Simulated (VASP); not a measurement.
# CeB3H12 (Ce(BH4)3) in VASP: single point with PBE

Aim: the single point of CeB3H12 (Ce(BH4)3) with PBE.

All numbers are computed with VASP 6.6.1; they aren't measurements. Logs are shortened: lines on timing, memory, paths and dates and some standing lists are left out, and cuts for length are marked.

### 1 The cell of the first run

The cell holds a molecule in a box, 16 atoms: a = 14.840 Å, b = 15.540 Å, c = 10.990 Å, α = 90.00°, β = 90.00°, γ = 90.00°.

### 2 Single point, PBE, collinear spin, ferromagnetic start

Input file INCAR:

```
SYSTEM = CeB3H12
ALGO     = Normal         ! electronic algorithm
EDIFF    = 1E-7           ! SCF threshold, eV
ENCUT    = 520            ! plane-wave cutoff, eV
GGA      = PE             ! functional
ISIF     = 2              ! what is computed and relaxed
ISMEAR   = 0              ! smearing method
ISPIN    = 2              ! spin polarisation
LASPH    = .True.         ! aspherical terms in the spheres
LCHARG   = .False.        ! write CHGCAR
LMAXMIX  = 6              ! l up to which the mixer works
LORBIT   = 11             ! projections on sites
LREAL    = Auto         
LWAVE    = .False.        ! write WAVECAR
MAGMOM   = 1 0 0 0 0 0 0 0 0 0 0 0 0 0 0 0 ! initial moments
NBANDS   = 34             ! bands
NELM     = 150            ! most SCF steps
PREC     = Accurate       ! precision mode
SIGMA    = 0.01           ! smearing width, eV
```

Input file KPOINTS:

```
k-points
0
Gamma
  1 1 1
  0 0 0
```

Input file POSCAR:

```
CeB3H12
1.0
   14.8400000000      0.0000000000      0.0000000000
    0.0000000000     15.5400000000      0.0000000000
    0.0000000000      0.0000000000     10.9900000000
Ce B H
1 3 12
Direct
    0.4419872000      0.4998713000      0.5000218400
    0.6153288400      0.5006074600      0.5000218400
    0.3546489200      0.6428597200      0.5000218400
    0.3559838300      0.3561473600      0.5000218400
    0.6965828800      0.4993552100      0.5000218400
    0.5816650900      0.4627702700      0.5905805300
    0.5816650900      0.4627702700      0.4094631500
    0.5832614600      0.5749813400      0.5000218400
    0.3151576800      0.7106840400      0.5000218400
    0.4057938000      0.6339382200      0.5905805300
    0.4057938000      0.6339382200      0.4094631500
    0.3032345000      0.5791531500      0.5000218400
    0.3142210200      0.2895752900      0.5000218400
    0.3385020200      0.4029060500      0.5905805300
    0.3385020200      0.4029060500      0.4094631500
    0.4394642900      0.3454800500      0.5000218400
```

Potentials or basis: VASP PAW PBE potentials, release 64 (Ce, B, H).

Command:

```bash
cat potpaw_PBE.64/Ce/POTCAR potpaw_PBE.64/B/POTCAR potpaw_PBE.64/H/POTCAR > POTCAR
mpirun -np 1 vasp_gam > vasp.out
```

OUTCAR:

```text
SYSTEM = CeB3H12
   EDIFF = 1E-7
   ENCUT = 520
   GGA = PE
   ISIF = 2
   ISMEAR = 0
   ISPIN = 2
   LASPH = .True.
   LORBIT = 11
   LREAL = Auto
   NELM = 150
   PREC = Accurate

 ion  position               nearest neighbor table
   1  0.442  0.500  0.500-   4 2.57   2 2.57   3 2.57
   2  0.615  0.501  0.500-   5 1.21   8 1.25   6 1.26   7 1.26   1 2.57
   3  0.355  0.643  0.500-   9 1.21  12 1.25  10 1.26  11 1.26   1 2.57
   4  0.356  0.356  0.500-  13 1.21  16 1.25  14 1.26  15 1.26   1 2.57
   5  0.697  0.499  0.500-   2 1.21
   6  0.582  0.463  0.591-   2 1.26
   7  0.582  0.463  0.409-   2 1.26
   8  0.583  0.575  0.500-   2 1.25
   9  0.315  0.711  0.500-   3 1.21
  10  0.406  0.634  0.591-   3 1.26
  11  0.406  0.634  0.409-   3 1.26
  12  0.303  0.579  0.500-   3 1.25
  13  0.314  0.290  0.500-   4 1.21
  14  0.339  0.403  0.591-   4 1.26
  15  0.339  0.403  0.409-   4 1.26
  16  0.439  0.345  0.500-   4 1.25

  LATTYP: Found a simple orthorhombic cell.
 ALAT       =    10.9900000000
 B/A-ratio  =     1.3503184713
 C/A-ratio  =     1.4140127389

  Lattice vectors:

 A1 = (   0.0000000000,   0.0000000000,  10.9900000000)
 A2 = (  14.8400000000,   0.0000000000,   0.0000000000)
 A3 = (   0.0000000000,  15.5400000000,   0.0000000000)

Analysis of symmetry for initial positions (statically):
=====================================================================
 Subroutine PRICEL returns:
 Original cell was already a primitive cell.

 Routine SETGRP: Setting up the symmetry group for a
 simple orthorhombic supercell.

 Subroutine GETGRP returns: Found  2 space group operations
 (whereof  1 operations were pure point group operations)
 out of a pool of  8 trial point group operations.

The static configuration has the point symmetry C_1 .
 The point group associated with its full space group is C_1h.

Analysis of symmetry for dynamics (positions and initial velocities):
=====================================================================
 Subroutine PRICEL returns:
 Original cell was already a primitive cell.

 Routine SETGRP: Setting up the symmetry group for a
 simple orthorhombic supercell.

 Subroutine GETGRP returns: Found  2 space group operations
 (whereof  1 operations were pure point group operations)
 out of a pool of  8 trial point group operations.

The dynamic configuration has the point symmetry C_1 .
 The point group associated with its full space group is C_1h.

Analysis of structural, dynamic, and magnetic symmetry:
=====================================================================
 Subroutine PRICEL returns:
 Original cell was already a primitive cell.

 Routine SETGRP: Setting up the symmetry group for a
 simple orthorhombic supercell.

 Subroutine GETGRP returns: Found  2 space group operations
 (whereof  1 operations were pure point group operations)
 out of a pool of  8 trial point group operations.

The overall configuration has the point symmetry C_1 .
 The point group associated with its full space group is C_1h.

 Subroutine INISYM returns: Found  2 space group operations
 (whereof  1 operations are pure point group operations),
 and found     1 'primitive' translations

----------------------------------------------------------------------------------------

                                     Primitive cell

  volume of cell :    2534.4435

  direct lattice vectors                    reciprocal lattice vectors
    14.840000000  0.000000000  0.000000000     0.067385445  0.000000000  0.000000000
     0.000000000 15.540000000  0.000000000     0.000000000  0.064350064  0.000000000
     0.000000000  0.000000000 10.990000000     0.000000000  0.000000000  0.090991811

  length of vectors
    14.840000000 15.540000000 10.990000000     0.067385445  0.064350064  0.090991811

  position of ions in fractional coordinates (direct lattice)
     0.441987200  0.499871300  0.500021840
[... 66 lines left out ...]
   total plane-waves  NPLWV = ******
   dimension x,y,z NGX =   112 NGY =  120 NGZ =   84
   dimension x,y,z NGXF=   224 NGYF=  240 NGZF=  168
   ions per type =               1   3  12
   NGX,Y,Z   is equivalent  to a cutoff of  12.55, 12.84, 12.71 a.u.
   NGXF,Y,Z  is equivalent  to a cutoff of  25.09, 25.68, 25.41 a.u.
 SYSTEM =  CeB3H12
   PREC   = accura    normal or accurate (medium, high low for compatibility)
   ISTART =      0    job   : 0-new  1-cont  2-samecut
   ICHARG =      2    charge: 1-file 2-atom 10-const
   ISPIN  =      2    spin polarized calculation?
   LNONCOLLINEAR =      F non collinear calculations
   LSORBIT =      F    spin-orbit coupling
   LASPH  =      T    aspherical Exc in radial PAW
   ENCUT  =  520.0 eV  38.22 Ry    6.18 a.u.  27.59 28.89 20.43*2*pi/ulx,y,z
   NELM   =    150;   NELMIN=  2; NELMDL= -5     # of ELM steps
   EDIFF  = 0.1E-06   stopping-criterion for ELM
   LREAL  =      T    real-space projection
   EDIFFG = 0.1E-05   stopping-criterion for IOM
   NSW    =      0    number of steps for IOM
   IBRION =     -1    ionic relax: 0-MD 1-quasi-New 2-CG
   NFREE  =      0    steps in history (QN), initial steepest desc. (CG)
   ISIF   =      2    stress and relaxation
   ISYM   =      2    0-nonsym 1-usesym 2-fastsym
   POTIM  = 0.5000    time-step for ionic-motion
   TEBEG  =    0.0;   TEEND  =   0.0 temperature during run
   PSTRESS=    0.0 pullay stress
   NELECT =      33.0000    total number of electrons
   NUPDOWN=      -1.0000    fix difference up-down
   EMIN   =  10.00;   EMAX   =-10.00  energy-range for DOS
   EFERMI =   0.00;   METHOD = LEGACY
   ISMEAR =     0;   SIGMA  =   0.01  broadening in eV -4-tet -1-fermi 0-gaus
   EFERMI_NEDOS =   21; number of points for ismear=-14 and -15
   IALGO  =     38    algorithm
   IMIX   =      4    mixing-type and parameters
     AMIX     =   0.40;   BMIX     =  1.00
     AMIX_MAG =   1.60;   BMIX_MAG =  1.00
  volume/ion in A,a.u.               =     158.40      1068.95
  Fermi-wavevector in a.u.,A,eV,Ry     =   0.385140  0.727809  2.018190  0.148333
  Thomas-Fermi vector in A             =   1.323315
   LORBIT       =     11    0 simple, 1 ext, 2 COOP (PROOUT), +10 PAW based schemes
   GGA     = PE    functional components
   LHFCALC =     F    Hartree Fock is set to
   AEXX    =    0.0000 exact exchange contribution
   IVDW    =     0    specifies the selected vdW correction
   LEPSILON=     F    determine dielectric tensor
   LRPA    =     F    only Hartree local field effects (RPA)
 spin polarized calculation
 Gauss-broadening in eV      SIGMA  =   0.01
  energy-cutoff  :      520.00
  volume of cell :     2534.44
 maximum number of plane-waves:     34118
 NGX is ok and might be reduce to   112
   NGX = 55   NGY = 57   NGZ = 41

 number of electron      32.9999999 magnetization       0.9999999

 Free energy of the ion-electron system (eV)
  ---------------------------------------------------
  ext. energy  EPLUGINS =         0.00000000
  ---------------------------------------------------
  free energy    TOTEN  =       -69.45552177 eV

  energy without entropy =      -69.45007101  energy(sigma->0) =      -69.45279639

 E-fermi :  -4.5205     XC(G=0):  -0.8949

 val. band max:       -4.5223323946   @ k =   0.0000   0.0000   0.0000
 cond. band min:      -4.5186194562   @ k =   0.0000   0.0000   0.0000
 fundamental gap:      0.0037129385
 Fermi energy:        -4.5204759254

 spin component 1

 k-point     1 :       0.0000    0.0000    0.0000
  band No.  band energies     occupation
      1     -39.7134      1.00000
      2     -22.6819      1.00000
      3     -22.6816      1.00000
      4     -22.6448      1.00000
      5     -13.3980      1.00000
      6     -12.8026      1.00000
[... 20 lines left out ...]
     27      -1.0112      0.00000
     28      -1.0111      0.00000
 Fermi energy:        -4.5204759254

 spin component 2

 k-point     1 :       0.0000    0.0000    0.0000
  band No.  band energies     occupation
      1     -39.2532      1.00000
      2     -22.3476      1.00000
      3     -22.3474      1.00000
      4     -22.2900      1.00000
      5     -13.3876      1.00000
      6     -12.7861      1.00000
[... 20 lines left out ...]
     27      -0.8840      0.00000
     28      -0.8838      0.00000
 [bands above 28 left out]

------------------------ aborting loop because EDIFF is reached ----------------------------------------

  FORCE on cell =-STRESS in cart. coord.  units (eV):
  Direction    XX          YY          ZZ          XY          YZ          ZX
  --------------------------------------------------------------------------------------
  -------------------------------------------------------------------------------------
  Total       -1.0731929     -1.0799754     -0.7013037      0.0001996      0.0000000      0.0000000
  in kB       -0.6784311     -0.6827188     -0.4433371      0.0001262      0.0000000      0.0000000
  external PRESSURE =      -0.6014957 kB  Pullay stress =       0.0000000 kB

 VOLUME and BASIS-vectors are now :
 -----------------------------------------------------------------------------
  energy-cutoff  :      520.00
  volume of cell :     2534.44
      direct lattice vectors                 reciprocal lattice vectors
    14.840000000  0.000000000  0.000000000     0.067385445  0.000000000  0.000000000
     0.000000000 15.540000000  0.000000000     0.000000000  0.064350064  0.000000000
     0.000000000  0.000000000 10.990000000     0.000000000  0.000000000  0.090991811

 POSITION                                       TOTAL-FORCE (eV/Angst)
 -----------------------------------------------------------------------------------
      6.55909      7.76800      5.49524        -0.006045      0.000369      0.000000
      9.13148      7.77944      5.49524         0.039566     -0.053881      0.000000
      5.26299      9.99004      5.49524         0.025224      0.058966      0.000000
      5.28280      5.53453      5.49524        -0.065033     -0.006815      0.000000
     10.33729      7.75998      5.49524        -0.163210     -0.000260      0.000000
      8.63191      7.19145      6.49048         0.033304      0.053369     -0.087106
[... 8 lines left out ...]
      5.02337      6.26116      4.50000         0.029940     -0.054017      0.086786
      6.52165      5.36876      5.49524        -0.047033      0.053032      0.000000
 -----------------------------------------------------------------------------------
    total drift:                                0.001556     -0.001683     -0.000000

  FREE ENERGIE OF THE ION-ELECTRON SYSTEM (eV)
  ---------------------------------------------------
  free  energy   TOTEN  =       -69.4555217701 eV

  energy  without entropy=      -69.4500710083  energy(sigma->0) =      -69.45279639

 total charge

# of ion       s       p       d       f       tot
--------------------------------------------------
    1        2.035   5.749   0.631   1.179   9.595
    2        0.704   1.349   0.000   0.000   2.054
    3        0.704   1.349   0.000   0.000   2.054
    4        0.704   1.349   0.000   0.000   2.054
    5        0.603   0.020   0.000   0.000   0.622
    6        0.595   0.017   0.000   0.000   0.612
[... 8 lines left out ...]
   15        0.595   0.017   0.000   0.000   0.612
   16        0.596   0.018   0.000   0.000   0.614
--------------------------------------------------
tot         11.318  10.009   0.631   1.179  23.138

 magnetization (x)

# of ion       s       p       d       f       tot
--------------------------------------------------
    1       -0.004  -0.004   0.012   0.966   0.970
    2       -0.000  -0.003   0.000   0.000  -0.003
    3       -0.000  -0.003   0.000   0.000  -0.003
    4       -0.000  -0.003   0.000   0.000  -0.003
    5       -0.001  -0.000   0.000   0.000  -0.001
    6       -0.001   0.000   0.000   0.000  -0.001
[... 8 lines left out ...]
   15       -0.001   0.000   0.000   0.000  -0.001
   16       -0.001  -0.000   0.000   0.000  -0.001
--------------------------------------------------
tot         -0.015  -0.012   0.012   0.966   0.950
```

Wall time 31 min (1 thread of AMD EPYC 7R43 (Zen 3), shared host); peak memory 2.7 GiB.

Results:

```yaml
Free_energy: -69.4555 eV
Largest_force: 0.164 eV/Å
Gap_between_the_frontier_levels: 0.00 eV
Net_moment: 1.00 μB per cell
Site_moments: Ce +0.97; B -0.00; H -0.00 μB
Valence_electrons_inside_the_program's_atomic_spheres: Ce 9.60; B 2.05; H 0.62, 0.61
```

Forces on the atoms (eV/Å):
```
Ce  -0.006  0.000  0.000
B    0.040 -0.054  0.000
B    0.025  0.059  0.000
B   -0.065 -0.007  0.000
H   -0.163  0.000  0.000
H    0.033  0.053 -0.087
H    0.033  0.053  0.087
H   -0.021 -0.068  0.000
H    0.082 -0.142  0.000
H   -0.062  0.001 -0.087
H   -0.062  0.001  0.087
H    0.070  0.015  0.000
H    0.082  0.142  0.000
H    0.030 -0.054 -0.087
H    0.030 -0.054  0.087
H   -0.047  0.053  0.000
```

Levels at points of the mesh, in eV from the valence-band top:
Spin up:
| k point | band 15 | band 16 | band 17 | band 18 | band 19 | band 20 |
| --- | --- | --- | --- | --- | --- | --- |
| (0.00, 0.00, 0.00) | -3.19 | -3.18 | 0.00 | 0.00 | 0.23 | 0.23 |
Spin down:
```tsv
k point	band 14	band 15	band 16	band 17	band 18	band 19
(0.00, 0.00, 0.00)	-3.52	-3.18	-3.17	0.76	0.76	0.77
```

Caveat: the magnetic or orbital state may not be the lowest; spin-orbit coupling is left out, which moves the levels of the heavy elements; without U or exact exchange the open f shell lies at the Fermi level, which spoils levels, moments and volumes. The state reached can hang on the start; a lower one may exist.
